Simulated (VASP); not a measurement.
# Mo (I4/mmm) in VASP: a series of runs

The runs below take Mo through single point, with r2SCAN.

Everything below comes from runs of VASP 6.6.1. Logs are shortened: lines on timing, memory, paths and dates and some standing lists are left out, and cuts for length are marked.

### 1 The cell of the first run

Symmetry: I4/mmm, No. 139, tetragonal system. Conventional cell: a = 3.326 Å, b = 3.326 Å, c = 2.827 Å, α = 90.00°, β = 90.00°, γ = 90.00°. Within 3.6 Å of Mo (site symmetry 4/mmm) lie 14 Mo at 2.74 to 3.33 Å.

### 2 Single point, r2SCAN

POSCAR

```
Mo
1.0
   -1.6629008606      1.6629008606      1.4134657315
    1.6629008606     -1.6629008606      1.4134657315
    1.6629008606      1.6629008606     -1.4134657315
Mo
1
Direct
    0.0000000000      0.0000000000      0.0000000000
```

INCAR.step1

```
  PREC = Accurate
  ENCUT = 520
  ISMEAR = 0
  SIGMA = 0.15
  LREAL = False
  LASPH = True
  NELM = 60
  NBANDS = 13
  GGA = PE
  ALGO = Normal
  EDIFF = 1E-4
  LWAVE = True
  LCHARG = False
```

INCAR.step2

```
  PREC = Accurate
  ENCUT = 520
  EDIFF = 1E-6
  ISMEAR = 0
  SIGMA = 0.15
  LREAL = False
  LASPH = True
  NELM = 60
  ALGO = Normal
  ISIF = 2
  LWAVE = False
  LCHARG = False
  METAGGA = R2SCAN
  LMIXTAU = True
  NBANDS = 13
  ISTART = 1
```

KPOINTS

```
regular mesh
0
Gamma
  30 30 30
```

Potentials or basis: VASP PAW PBE potentials, release 64 (Mo_sv).

Started as:

```console
$ cat potpaw_PBE.64/Mo_sv/POTCAR > POTCAR
$ cp INCAR.step1 INCAR
$ mpirun -np 1 vasp_std > vasp.out
$ cp INCAR.step2 INCAR
$ mpirun -np 1 vasp_std > vasp.out
```

OUTCAR:

```text
PREC = Accurate
   ENCUT = 520
   EDIFF = 1E-6
   ISMEAR = 0
   LREAL = False
   LASPH = True
   NELM = 60
   ISIF = 2
   METAGGA = R2SCAN
   ISTART = 1

 ion  position               nearest neighbor table
   1  0.000  0.000  0.000-

  LATTYP: Found a body centered tetragonal cell.
 ALAT       =     3.3258017212
 C/A-ratio  =     0.8500000000

  Lattice vectors:

 A1 = (  -1.6629008606,   1.6629008606,   1.4134657315)
 A2 = (   1.6629008606,  -1.6629008606,   1.4134657315)
 A3 = (   1.6629008606,   1.6629008606,  -1.4134657315)

Analysis of symmetry for initial positions (statically):
=====================================================================
 Subroutine PRICEL returns:
 Original cell was already a primitive cell.

 Routine SETGRP: Setting up the symmetry group for a
 body centered tetragonal supercell.

 Subroutine GETGRP returns: Found 16 space group operations
 (whereof 16 operations were pure point group operations)
 out of a pool of 16 trial point group operations.

The static configuration has the point symmetry D_4h.

Analysis of symmetry for dynamics (positions and initial velocities):
=====================================================================
 Subroutine PRICEL returns:
 Original cell was already a primitive cell.

 Routine SETGRP: Setting up the symmetry group for a
 body centered tetragonal supercell.

 Subroutine GETGRP returns: Found 16 space group operations
 (whereof 16 operations were pure point group operations)
 out of a pool of 16 trial point group operations.

The dynamic configuration has the point symmetry D_4h.

 Subroutine INISYM returns: Found 16 space group operations
 (whereof 16 operations are pure point group operations),
 and found     1 'primitive' translations

----------------------------------------------------------------------------------------

                                     Primitive cell

  volume of cell :      15.6343

  direct lattice vectors                    reciprocal lattice vectors
    -1.662900861  1.662900861  1.413465732     0.000000000  0.300679380  0.353740447
     1.662900861 -1.662900861  1.413465732     0.300679380  0.000000000  0.353740447
     1.662900861  1.662900861 -1.413465732     0.300679380  0.300679380  0.000000000

  length of vectors
     2.743786420  2.743786420  2.743786420     0.464263281  0.464263281  0.425224857

  position of ions in fractional coordinates (direct lattice)
     0.000000000  0.000000000  0.000000000

  ion indices of the primitive-cell ions
   primitive index   ion index
                 1           1

----------------------------------------------------------------------------------------

 KPOINTS: regular mesh

Automatic generation of k-mesh.
 Grid dimensions read from file:
 generate k-points for:   30   30   30

 Generating k-lattice:

  Cartesian coordinates                     Fractional coordinates (reciprocal lattice)
     0.000000000  0.010022646  0.011791348     0.033333333  0.000000000  0.000000000
     0.010022646  0.000000000  0.011791348     0.000000000  0.033333333  0.000000000
     0.010022646  0.010022646  0.000000000     0.000000000  0.000000000  0.033333333

  Length of vectors
     0.015475443  0.015475443  0.014174162

  Shift w.r.t. Gamma in fractional coordinates (k-lattice)
     0.000000000  0.000000000  0.000000000

 Subroutine IBZKPT returns following result:
 ===========================================

 Found   1992 irreducible k-points:

 Following reciprocal coordinates:
            Coordinates               Weight
  0.000000  0.000000  0.000000      1.000000
  0.033333  0.000000  0.000000      8.000000
  0.066667  0.000000  0.000000      8.000000
  0.100000 -0.000000  0.000000      8.000000
  0.133333  0.000000  0.000000      8.000000
  0.166667  0.000000 -0.000000      8.000000
[... 16 lines left out ...]
  0.233333  0.033333  0.000000     16.000000
  0.266667  0.033333 -0.000000     16.000000
 [... further k-points ...]
   k-points           NKPTS =   1992   k-points in BZ     NKDIM =   1992   number of bands    NBANDS=     13
   number of dos      NEDOS =    301   number of ions     NIONS =      1
   total plane-waves  NPLWV =   8000
   dimension x,y,z NGX =    20 NGY =   20 NGZ =   20
   dimension x,y,z NGXF=    40 NGYF=   40 NGZF=   40
   ions per type =               1
   NGX,Y,Z   is equivalent  to a cutoff of  12.12, 12.12, 12.12 a.u.
   NGXF,Y,Z  is equivalent  to a cutoff of  24.24, 24.24, 24.24 a.u.
 SYSTEM =  unknown system
   PREC   = accura    normal or accurate (medium, high low for compatibility)
   ISTART =      1    job   : 0-new  1-cont  2-samecut
   ICHARG =      0    charge: 1-file 2-atom 10-const
   ISPIN  =      1    spin polarized calculation?
   LNONCOLLINEAR =      F non collinear calculations
   LSORBIT =      F    spin-orbit coupling
   LASPH  =      T    aspherical Exc in radial PAW
   ENCUT  =  520.0 eV  38.22 Ry    6.18 a.u.   5.10  5.10  5.10*2*pi/ulx,y,z
   NELM   =     60;   NELMIN=  2; NELMDL=  0     # of ELM steps
   EDIFF  = 0.1E-05   stopping-criterion for ELM
   LREAL  =      F    real-space projection
   EDIFFG = 0.1E-04   stopping-criterion for IOM
   NSW    =      0    number of steps for IOM
   IBRION =     -1    ionic relax: 0-MD 1-quasi-New 2-CG
   NFREE  =      0    steps in history (QN), initial steepest desc. (CG)
   ISIF   =      2    stress and relaxation
   ISYM   =      2    0-nonsym 1-usesym 2-fastsym
   POTIM  = 0.5000    time-step for ionic-motion
   TEBEG  =    0.0;   TEEND  =   0.0 temperature during run
   PSTRESS=    0.0 pullay stress
   NELECT =      14.0000    total number of electrons
   NUPDOWN=      -1.0000    fix difference up-down
   EMIN   =  10.00;   EMAX   =-10.00  energy-range for DOS
   EFERMI =   0.00;   METHOD = LEGACY
   ISMEAR =     0;   SIGMA  =   0.15  broadening in eV -4-tet -1-fermi 0-gaus
   EFERMI_NEDOS =   21; number of points for ismear=-14 and -15
   IALGO  =     38    algorithm
   IMIX   =      4    mixing-type and parameters
     AMIX     =   0.40;   BMIX     =  1.00
     AMIX_MAG =   1.60;   BMIX_MAG =  1.00
  volume/ion in A,a.u.               =      15.63       105.51
  Fermi-wavevector in a.u.,A,eV,Ry     =   1.577944  2.981881 33.877233  2.489906
  Thomas-Fermi vector in A             =   2.678549
   LORBIT       =      0    0 simple, 1 ext, 2 COOP (PROOUT), +10 PAW based schemes
   METAGGA = R2SCAN    functional components
   LHFCALC =     F    Hartree Fock is set to
   AEXX    =    0.0000 exact exchange contribution
   IVDW    =     0    specifies the selected vdW correction
   LEPSILON=     F    determine dielectric tensor
   LRPA    =     F    only Hartree local field effects (RPA)
 non-spin polarized calculation
 Gauss-broadening in eV      SIGMA  =   0.15
  energy-cutoff  :      520.00
  volume of cell :       15.63
 maximum number of plane-waves:       436
   NGX = 11   NGY = 11   NGZ = 11

 number of electron      14.0000002 magnetization

 Free energy of the ion-electron system (eV)
  ---------------------------------------------------
  ext. energy  EPLUGINS =         0.00000000
  ---------------------------------------------------
  free energy    TOTEN  =       -25.82549046 eV

  energy without entropy =      -25.81598602  energy(sigma->0) =      -25.82073824

 E-fermi :  12.4567     XC(G=0): -14.6188

 val. band max:       12.4552258803   @ k =  -0.2667  -0.4000   0.2667
 cond. band min:      12.4569014234   @ k =  -0.3333   0.2333  -0.0000
 fundamental gap:      0.0016755431
 Fermi energy:        12.4566993823

 k-point     1 :       0.0000    0.0000    0.0000
  band No.  band energies     occupation
      1     -50.6303      2.00000
      2     -23.1521      2.00000
      3     -23.1521      2.00000
      4     -22.9899      2.00000
      5       4.9097      2.00000
      6       9.9070      2.00000
      7      12.1598      1.99488
      8      12.1598      1.99488
      9      12.7957      0.00139
     10      15.5342      0.00000
     11      27.2063      0.00000
     12      27.2063      0.00000
     13      30.8637      0.00000

 k-point     2 :       0.0333    0.0000    0.0000
  band No.  band energies     occupation
      1     -50.6268      2.00000
      2     -23.1600      2.00000
      3     -23.1576      2.00000
      4     -23.0022      2.00000
      5       4.9660      2.00000
      6       9.9261      2.00000
      7      12.1362      1.99749
      8      12.1463      1.99657
      9      12.8107      0.00085
     10      15.4913      0.00000
     11      27.3095      0.00000
     12      27.3106      0.00000
     13      30.8515      0.00000

 k-point     3 :       0.0667    0.0000    0.0000
  band No.  band energies     occupation
      1     -50.6164      2.00000
      2     -23.1883      2.00000
      3     -23.1738      2.00000
      4     -23.0335      2.00000
      5       5.1323      2.00000
      6       9.9741      2.00000
      7      12.0544      1.99985
      8      12.1188      1.99855
      9      12.8691      0.00010
     10      15.3735      0.00000
     11      27.6041      0.00000
     12      27.6185      0.00000
     13      30.7996      0.00000
[... 305 lines left out ...]
 k-point    23 :       0.2333    0.0333    0.0000
  band No.  band energies     occupation
      1     -50.4628      2.00000
      2     -23.8875      2.00000
      3     -23.3929      2.00000
      4     -23.1849      2.00000
      5       7.1810      2.00000
      6       9.4882      2.00000
      7      11.1705      2.00000
      8      13.4550      0.00000
      9      14.3845      0.00000
     10      14.5200      0.00000
     11      27.9459      0.00000
     12      30.6632      0.00000
     13      32.3225      0.00000

 k-point    24 :       0.2667    0.0333   -0.0000
  band No.  band energies     occupation
      1     -50.4287      2.00000
      2     -24.0450      2.00000
      3     -23.4441      2.00000
      4     -23.2017      2.00000
      5       7.3596      2.00000
      6       9.2582      2.00000
      7      11.4021      2.00000
      8      14.0596      0.00000
      9      14.3197      0.00000
     10      14.9250      0.00000
     11      27.2750      0.00000
     12      30.3594      0.00000
     13      33.4642      0.00000

 [... further k-points ...]

------------------------ aborting loop because EDIFF is reached ----------------------------------------

  FORCE on cell =-STRESS in cart. coord.  units (eV):
  Direction    XX          YY          ZZ          XY          YZ          ZX
  --------------------------------------------------------------------------------------
  -------------------------------------------------------------------------------------
  Total       -0.8179999     -0.8179999      2.8809776      0.0000000      0.0000000      0.0000000
  in kB      -83.8273668    -83.8273668    295.2381444      0.0000000      0.0000000      0.0000000
  external PRESSURE =      42.5278036 kB  Pullay stress =       0.0000000 kB

 VOLUME and BASIS-vectors are now :
 -----------------------------------------------------------------------------
  energy-cutoff  :      520.00
  volume of cell :       15.63
      direct lattice vectors                 reciprocal lattice vectors
    -1.662900861  1.662900861  1.413465732     0.000000000  0.300679380  0.353740447
     1.662900861 -1.662900861  1.413465732     0.300679380  0.000000000  0.353740447
     1.662900861  1.662900861 -1.413465732     0.300679380  0.300679380  0.000000000

 POSITION                                       TOTAL-FORCE (eV/Angst)
 -----------------------------------------------------------------------------------
      0.00000      0.00000      0.00000         0.000000     -0.000000      0.000000
 -----------------------------------------------------------------------------------
    total drift:                                0.000000     -0.000000     -0.000000

  FREE ENERGIE OF THE ION-ELECTRON SYSTEM (eV)
  ---------------------------------------------------
  free  energy   TOTEN  =       -25.8254904554 eV

  energy  without entropy=      -25.8159860161  energy(sigma->0) =      -25.82073824
```

Run time: 26 min. Hardware: 1 thread of Oxide Virtual Turin-like, shared host; peak memory 0.42 GiB.

What came out:

```
Free energy            : -25.8255 eV
Pressure               : 4.3 GPa
Band gap on the k mesh : zero (bands 7 and 8 overlap by 5.72 eV)
```

Levels at points of the mesh, in eV from the Fermi level:
```csv
k point,band 5,band 6,band 7,band 8,band 9,band 10
"(0.00, 0.00, 0.00)",-7.55,-2.55,-0.30,-0.30,0.34,3.08
"(0.50, 0.00, 0.00)",-5.54,-4.05,1.79,2.32,4.12,4.84
"(0.50, 0.50, 0.00)",-5.35,-1.76,0.17,0.80,1.95,4.84
"(0.50, 0.50, 0.50)",-5.72,-5.36,4.21,4.21,4.62,8.12
```

Caveat: the stress differs along the axes, from -8 to 30 GPa; the PAW data sets were made with another functional, which shifts forces and pressure a little.

(Part 1 of 2 ends here.)
